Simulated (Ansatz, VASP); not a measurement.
# NaCl: VASP beside Ansatz

```
CELL_PARAMETERS angstrom
3.36210 0.00000 0.00000
0.00000 3.36210 0.00000
0.00000 0.00000 3.36210
ATOMIC_POSITIONS crystal
Na 0.00000 0.00000 0.00000
Cl 0.50000 0.50000 0.50000
```

Change from the starting cell: strain -0.040 along x and y, -0.040 along z, atoms carried along.

Alike in both runs: task single point; functional PBEsol; k mesh 6 × 6 × 6; occupations gaussian, width 0.05 eV; no spin polarisation.

|  | VASP | Ansatz |
| --- | --- | --- |
| version | VASP 6.6.1 | Ansatz 0.2.0 |
| potentials or method | VASP PAW PBE potentials, release 64 (Na_pv, Cl), cutoff 520 eV | scalar-relativistic, plane waves, PAW |
| valence electrons in the cell | 14 | 16 |

Ansatz gave:

```
gap on the k mesh at the Fermi level (eV) : 4.27
least direct gap on the mesh (eV)         : 4.88
pressure (GPa)                            : 2.6
```

**Question.** What did VASP give for the same quantities?

**Answer.** gap on the k mesh at the Fermi level (eV): 4.26; least direct gap on the mesh (eV): 4.87; pressure (GPa): 2.6.

VASP's potentials were made for PBE, not for PBEsol. VASP's potentials hold 14 valence electrons a cell and Ansatz's 16, so a difference there can come from the potentials and not from the codes.
